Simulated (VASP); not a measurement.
**Rh: single point with PBE**

Rh:

```xyz
2
Lattice="2.7527 0.0000 0.0000 -1.3763 2.3839 0.0000 0.0000 0.0000 4.4253" Properties=species:S:1:pos:R:3 pbc="T T T"
Rh    1.3763    0.7946    3.3190
Rh    0.0000    1.5893    1.1063
```

This isn't the form of Rh at room conditions, which is fcc.

| Quantity | Value |
| --- | --- |
| Program | VASP 6.6.1 |
| Task | single point |
| Functional | PBE |
| Potentials or basis | VASP PAW PBE potentials, release 64 (Rh_pv) |
| Cutoff | 520 eV |
| k mesh | 18 × 18 × 10 |
| Occupations | gaussian, width 0.1 eV |
| Spin | no spin polarisation |
| Dipole correction | no |
| Further INCAR settings | ALGO = Fast; EDIFF = 1e-07; NBANDS = 22 |

| Item | Value |
| --- | --- |
| Pressure | -6.9 GPa |
| Band gap on the k mesh | zero (bands 15 and 16 overlap by 2.21 eV) |

Levels at points of the mesh, in eV from the Fermi level:
```csv
k point,band 11,band 12,band 13,band 14,band 15,band 16,band 17,band 18,band 19,band 20
"(0.00, 0.00, 0.00)",-2.79,-2.30,-2.30,-1.81,-1.81,0.11,0.11,0.84,8.18,15.82
"(0.50, 0.00, 0.00)",-2.48,-2.05,-2.01,0.35,0.57,0.64,2.85,4.84,9.97,10.44
"(0.00, 0.00, 0.50)",-2.91,-2.91,-2.91,-2.91,-0.42,-0.42,-0.42,-0.42,14.65,14.65
"(0.50, 0.00, 0.50)",-1.56,-1.56,-0.28,-0.28,0.53,0.53,2.59,2.59,8.80,8.80
```

It took 3.5 min on 1 thread of Intel Xeon 8259CL, on a shared host, peak memory 0.23 GiB.

Caveat: the cell stands under tension.
